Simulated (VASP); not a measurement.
# Li3GaC (P6_3/mmc) in VASP: notebook

The runs below take Li3GaC through single point, with PBE.

Program: VASP 6.6.1. These are calculated values, not measurements. Logs are shortened: lines on timing, memory, paths and dates and some standing lists are left out, and cuts for length are marked.

## 1. The cell of the first run

It takes space group P6_3/mmc (No. 194, hexagonal). The conventional cell has a = 7.014 Å, b = 7.014 Å, c = 3.351 Å, α = 90.00°, β = 90.00°, γ = 120.00°. Within 2.9 Å of Li (site symmetry mm2) lie 2 C at 2.16 Å and 4 Li at 2.60 Å and 2 Ga at 2.66 Å. Within 3.6 Å of Ga (site symmetry -6m2) lie 12 Li at 2.66 to 3.51 Å and 2 Ga at 3.35 Å. C (site symmetry -3m) has 2 C at 1.68 Å and 6 Li at 2.16 Å within 2.2 Å.

## 2. Single point, PBE

Input file INCAR:

```
  PREC = Accurate
  ENCUT = 520
  EDIFF = 1E-7
  ISMEAR = 0
  SIGMA = 0.1
  LREAL = F
  LASPH = T
  NELM = 100
  ALGO = Fast
  ISIF = 2
  LWAVE = F
  LCHARG = F
  GGA = PE
  NBANDS = 37
```

Input file KPOINTS:

```
Automatic mesh
0
Gamma
  9 9 10
```

Input file POSCAR:

```
Li3GaC
1.0
    7.0135362709      0.0000000000      0.0000000000
   -3.5067681354      6.0739005809      0.0000000000
    0.0000000000      0.0000000000      3.3505675316
Li Ga C
6 2 2
Direct
    0.8364358708      0.6728717417      0.7500000000
    0.3271282583      0.1635641292      0.7500000000
    0.8364358708      0.1635641292      0.7500000000
    0.1635641292      0.3271282583      0.2500000000
    0.6728717417      0.8364358708      0.2500000000
    0.1635641292      0.8364358708      0.2500000000
    0.3333333333      0.6666666667      0.7500000000
    0.6666666667      0.3333333333      0.2500000000
    0.0000000000      0.0000000000      0.0000000000
    0.0000000000      0.0000000000      0.5000000000
```

Potentials or basis: VASP PAW PBE potentials, release 64 (Li_sv, Ga_d, C).

Started as:

```console
> cat potpaw_PBE.64/Li_sv/POTCAR potpaw_PBE.64/Ga_d/POTCAR potpaw_PBE.64/C/POTCAR > POTCAR
> mpirun -np 1 vasp_std > vasp.out
```

OUTCAR:

```text
PREC = Accurate
   ENCUT = 520
   EDIFF = 1E-7
   ISMEAR = 0
   LREAL = F
   LASPH = T
   NELM = 100
   ISIF = 2
   GGA = PE

 ion  position               nearest neighbor table
   1  0.836  0.673  0.750-   9 2.16  10 2.16   5 2.60   5 2.60   6 2.60   6 2.60   8 2.66   8 2.66

   2  0.327  0.164  0.750-   9 2.16  10 2.16   4 2.60   4 2.60   6 2.60   6 2.60   8 2.66   8 2.66

   3  0.836  0.164  0.750-   9 2.16  10 2.16   5 2.60   5 2.60   4 2.60   4 2.60   8 2.66   8 2.66

   4  0.164  0.327  0.250-   9 2.16  10 2.16   2 2.60   2 2.60   3 2.60   3 2.60   7 2.66   7 2.66

   5  0.673  0.836  0.250-   9 2.16  10 2.16   1 2.60   1 2.60   3 2.60   3 2.60   7 2.66   7 2.66

   6  0.164  0.836  0.250-   9 2.16  10 2.16   2 2.60   2 2.60   1 2.60   1 2.60   7 2.66   7 2.66

   7  0.333  0.667  0.750-   6 2.66   6 2.66   4 2.66   4 2.66   5 2.66   5 2.66
   8  0.667  0.333  0.250-   3 2.66   3 2.66   1 2.66   1 2.66   2 2.66   2 2.66
   9  0.000  0.000  0.000-  10 1.68  10 1.68   1 2.16   4 2.16   2 2.16   5 2.16   3 2.16   6 2.16

  10  0.000  0.000  0.500-   9 1.68   9 1.68   1 2.16   4 2.16   2 2.16   5 2.16   3 2.16   6 2.16

  LATTYP: Found a hexagonal cell.
 ALAT       =     7.0135362709
 C/A-ratio  =     0.4777286952

  Lattice vectors:

 A1 = (   7.0135362709,   0.0000000000,   0.0000000000)
 A2 = (  -3.5067681354,   6.0739005809,   0.0000000000)
 A3 = (   0.0000000000,   0.0000000000,   3.3505675316)

Analysis of symmetry for initial positions (statically):
=====================================================================
 Subroutine PRICEL returns:
 Original cell was already a primitive cell.

 Routine SETGRP: Setting up the symmetry group for a
 hexagonal supercell.

 Subroutine GETGRP returns: Found 24 space group operations
 (whereof 12 operations were pure point group operations)
 out of a pool of 24 trial point group operations.

The static configuration has the point symmetry D_3d.
 The point group associated with its full space group is D_6h.

Analysis of symmetry for dynamics (positions and initial velocities):
=====================================================================
 Subroutine PRICEL returns:
 Original cell was already a primitive cell.

 Routine SETGRP: Setting up the symmetry group for a
 hexagonal supercell.

 Subroutine GETGRP returns: Found 24 space group operations
 (whereof 12 operations were pure point group operations)
 out of a pool of 24 trial point group operations.

The dynamic configuration has the point symmetry D_3d.
 The point group associated with its full space group is D_6h.

 Subroutine INISYM returns: Found 24 space group operations
 (whereof 12 operations are pure point group operations),
 and found     1 'primitive' translations

----------------------------------------------------------------------------------------

                                     Primitive cell

  volume of cell :     142.7326

  direct lattice vectors                    reciprocal lattice vectors
     7.013536271  0.000000000  0.000000000     0.142581426  0.082319424  0.000000000
    -3.506768135  6.073900581  0.000000000     0.000000000  0.164638849  0.000000000
     0.000000000  0.000000000  3.350567532     0.000000000  0.000000000  0.298456900

  length of vectors
     7.013536271  7.013536271  3.350567532     0.164638849  0.164638849  0.298456900

  position of ions in fractional coordinates (direct lattice)
     0.836435871  0.672871742  0.750000000
     0.327128258  0.163564129  0.750000000
     0.836435871  0.163564129  0.750000000
     0.163564129  0.327128258  0.250000000
     0.672871742  0.836435871  0.250000000
     0.163564129  0.836435871  0.250000000
     0.333333333  0.666666667  0.750000000
     0.666666667  0.333333333  0.250000000
     0.000000000  0.000000000  0.000000000
     0.000000000  0.000000000  0.500000000

  ion indices of the primitive-cell ions
   primitive index   ion index
                 1           1
                 2           2
                 3           3
                 4           4
                 5           5
                 6           6
                 7           7
                 8           8
                 9           9
                10          10

----------------------------------------------------------------------------------------

 KPOINTS: Automatic mesh

Automatic generation of k-mesh.
 Grid dimensions read from file:
 generate k-points for:    9    9   10

 Generating k-lattice:

  Cartesian coordinates                     Fractional coordinates (reciprocal lattice)
     0.015842381  0.009146603  0.000000000     0.111111111  0.000000000  0.000000000
     0.000000000  0.018293205  0.000000000     0.000000000  0.111111111  0.000000000
     0.000000000  0.000000000  0.029845690     0.000000000  0.000000000  0.100000000

  Length of vectors
     0.018293205  0.018293205  0.029845690

  Shift w.r.t. Gamma in fractional coordinates (k-lattice)
     0.000000000  0.000000000  0.000000000

 Subroutine IBZKPT returns following result:
 ===========================================

 Found     72 irreducible k-points:

 Following reciprocal coordinates:
            Coordinates               Weight
  0.000000  0.000000  0.000000      1.000000
  0.111111 -0.000000  0.000000      6.000000
  0.222222 -0.000000  0.000000      6.000000
  0.333333  0.000000  0.000000      6.000000
  0.444444 -0.000000  0.000000      6.000000
  0.111111  0.111111  0.000000      6.000000
[... 16 lines left out ...]
  0.333333  0.222222  0.100000     24.000000
  0.333333  0.333333  0.100000      4.000000
 [... further k-points ...]
   k-points           NKPTS =     72   k-points in BZ     NKDIM =     72   number of bands    NBANDS=     37
   number of dos      NEDOS =    301   number of ions     NIONS =     10
   total plane-waves  NPLWV =  81648
   dimension x,y,z NGX =    54 NGY =   54 NGZ =   28
   dimension x,y,z NGXF=   108 NGYF=  108 NGZF=   56
   ions per type =               6   2   2
   NGX,Y,Z   is equivalent  to a cutoff of  12.80, 12.80, 13.89 a.u.
   NGXF,Y,Z  is equivalent  to a cutoff of  25.60, 25.60, 27.79 a.u.
 SYSTEM =  unknown system
   PREC   = accura    normal or accurate (medium, high low for compatibility)
   ISTART =      0    job   : 0-new  1-cont  2-samecut
   ICHARG =      2    charge: 1-file 2-atom 10-const
   ISPIN  =      1    spin polarized calculation?
   LNONCOLLINEAR =      F non collinear calculations
   LSORBIT =      F    spin-orbit coupling
   LASPH  =      T    aspherical Exc in radial PAW
   ENCUT  =  520.0 eV  38.22 Ry    6.18 a.u.  13.04 13.04  6.23*2*pi/ulx,y,z
   NELM   =    100;   NELMIN=  2; NELMDL= -5     # of ELM steps
   EDIFF  = 0.1E-06   stopping-criterion for ELM
   LREAL  =      F    real-space projection
   EDIFFG = 0.1E-05   stopping-criterion for IOM
   NSW    =      0    number of steps for IOM
   IBRION =     -1    ionic relax: 0-MD 1-quasi-New 2-CG
   NFREE  =      0    steps in history (QN), initial steepest desc. (CG)
   ISIF   =      2    stress and relaxation
   ISYM   =      2    0-nonsym 1-usesym 2-fastsym
   POTIM  = 0.5000    time-step for ionic-motion
   TEBEG  =    0.0;   TEEND  =   0.0 temperature during run
   PSTRESS=    0.0 pullay stress
   NELECT =      52.0000    total number of electrons
   NUPDOWN=      -1.0000    fix difference up-down
   EMIN   =  10.00;   EMAX   =-10.00  energy-range for DOS
   EFERMI =   0.00;   METHOD = LEGACY
   ISMEAR =     0;   SIGMA  =   0.10  broadening in eV -4-tet -1-fermi 0-gaus
   EFERMI_NEDOS =   21; number of points for ismear=-14 and -15
   IALGO  =     68    algorithm
   IMIX   =      4    mixing-type and parameters
     AMIX     =   0.40;   BMIX     =  1.00
     AMIX_MAG =   1.60;   BMIX_MAG =  1.00
  volume/ion in A,a.u.               =      14.27        96.32
  Fermi-wavevector in a.u.,A,eV,Ry     =   1.169234  2.209533 18.600648  1.367109
  Thomas-Fermi vector in A             =   2.305710
   LORBIT       =      0    0 simple, 1 ext, 2 COOP (PROOUT), +10 PAW based schemes
   GGA     = PE    functional components
   LHFCALC =     F    Hartree Fock is set to
   AEXX    =    0.0000 exact exchange contribution
   IVDW    =     0    specifies the selected vdW correction
   LEPSILON=     F    determine dielectric tensor
   LRPA    =     F    only Hartree local field effects (RPA)
 non-spin polarized calculation
 RMM-DIIS sequential band-by-band and
 Gauss-broadening in eV      SIGMA  =   0.10
  energy-cutoff  :      520.00
  volume of cell :      142.73
 maximum number of plane-waves:      3867
 NGX is ok and might be reduce to    54
   NGX = 27   NGY = 27   NGZ = 13

 number of electron      52.0000014 magnetization

 Free energy of the ion-electron system (eV)
  ---------------------------------------------------
  ext. energy  EPLUGINS =         0.00000000
  ---------------------------------------------------
  free energy    TOTEN  =       -32.37941706 eV

  energy without entropy =      -32.36022166  energy(sigma->0) =      -32.36981936

 E-fermi :   3.0377     XC(G=0):  -9.0206

 val. band max:        3.0278442340   @ k =   0.4444  -0.0000   0.3000
 cond. band min:       3.0381599276   @ k =   0.1111   0.1111   0.0000
 fundamental gap:      0.0103156936
 Fermi energy:         3.0377135057

 k-point     1 :       0.0000    0.0000    0.0000
  band No.  band energies     occupation
      1     -43.1947      2.00000
      2     -43.1738      2.00000
      3     -43.1738      2.00000
      4     -43.1382      2.00000
      5     -43.1382      2.00000
      6     -43.1229      2.00000
[... 29 lines left out ...]
     36       9.1044      0.00000
     37       9.1625      0.00000

 k-point     2 :       0.1111   -0.0000    0.0000
  band No.  band energies     occupation
      1     -43.1945      2.00000
      2     -43.1739      2.00000
      3     -43.1738      2.00000
      4     -43.1382      2.00000
      5     -43.1382      2.00000
      6     -43.1228      2.00000
[... 872 lines left out ...]
 k-point    24 :       0.3333    0.3333    0.1000
  band No.  band energies     occupation
      1     -43.1917      2.00000
      2     -43.1732      2.00000
      3     -43.1732      2.00000
      4     -43.1392      2.00000
      5     -43.1392      2.00000
      6     -43.1236      2.00000
[... 29 lines left out ...]
     36      10.1400      0.00000
     37      10.1663      0.00000

 [... further k-points ...]

------------------------ aborting loop because EDIFF is reached ----------------------------------------

  FORCE on cell =-STRESS in cart. coord.  units (eV):
  Direction    XX          YY          ZZ          XY          YZ          ZX
  --------------------------------------------------------------------------------------
  -------------------------------------------------------------------------------------
  Total       -0.0296388     -0.0296388     -0.0141827     -0.0000000      0.0000000      0.0000000
  in kB       -0.3326969     -0.3326969     -0.1592014     -0.0000000      0.0000000      0.0000000
  external PRESSURE =      -0.2748651 kB  Pullay stress =       0.0000000 kB

 VOLUME and BASIS-vectors are now :
 -----------------------------------------------------------------------------
  energy-cutoff  :      520.00
  volume of cell :      142.73
      direct lattice vectors                 reciprocal lattice vectors
     7.013536271  0.000000000  0.000000000     0.142581426  0.082319424  0.000000000
    -3.506768135  6.073900581  0.000000000     0.000000000  0.164638849  0.000000000
     0.000000000  0.000000000  3.350567532     0.000000000  0.000000000  0.298456900

 POSITION                                       TOTAL-FORCE (eV/Angst)
 -----------------------------------------------------------------------------------
      3.50677      4.08696      2.51293        -0.000000     -0.005596      0.000000
      1.72074      0.99347      2.51293         0.004846      0.002798      0.000000
      5.29279      0.99347      2.51293        -0.004846      0.002798      0.000000
      0.00000      1.98694      0.83764         0.000000      0.005596      0.000000
      1.78602      5.08043      0.83764        -0.004846     -0.002798     -0.000000
     -1.78602      5.08043      0.83764         0.004846     -0.002798     -0.000000
     -0.00000      4.04927      2.51293        -0.000000     -0.000000      0.000000
      3.50677      2.02463      0.83764         0.000000     -0.000000      0.000000
      0.00000      0.00000      0.00000         0.000000     -0.000000      0.000000
      0.00000      0.00000      1.67528         0.000000     -0.000000      0.000000
 -----------------------------------------------------------------------------------
    total drift:                               -0.000001      0.000000     -0.000000

  FREE ENERGIE OF THE ION-ELECTRON SYSTEM (eV)
  ---------------------------------------------------
  free  energy   TOTEN  =       -32.3794170602 eV

  energy  without entropy=      -32.3602216622  energy(sigma->0) =      -32.36981936
```

It took 40 min on 1 thread of Intel Xeon Platinum 8488C (Sapphire Rapids), shared host; peak memory 0.5 GiB.

Results:

```yaml
Free_energy: -32.3794 eV
Largest_force: 0.006 eV/Å
Band_gap_on_the_k_mesh: zero (bands 26 and 27 overlap by 1.36 eV)
```

Forces on the atoms (eV/Å):
```
Li   0.000 -0.006  0.000
Li   0.005  0.003  0.000
Li  -0.005  0.003  0.000
Li   0.000  0.006  0.000
Li  -0.005 -0.003  0.000
Li   0.005 -0.003  0.000
Ga   0.000  0.000  0.000
Ga   0.000  0.000  0.000
C    0.000  0.000  0.000
C    0.000  0.000  0.000
```

Caveat: the cutoff is under 1.25 times the usual one of these potentials, so pressure, stress and relaxed cells hold a basis-set (Pulay) error.

(Continued in part 2 of 2.)
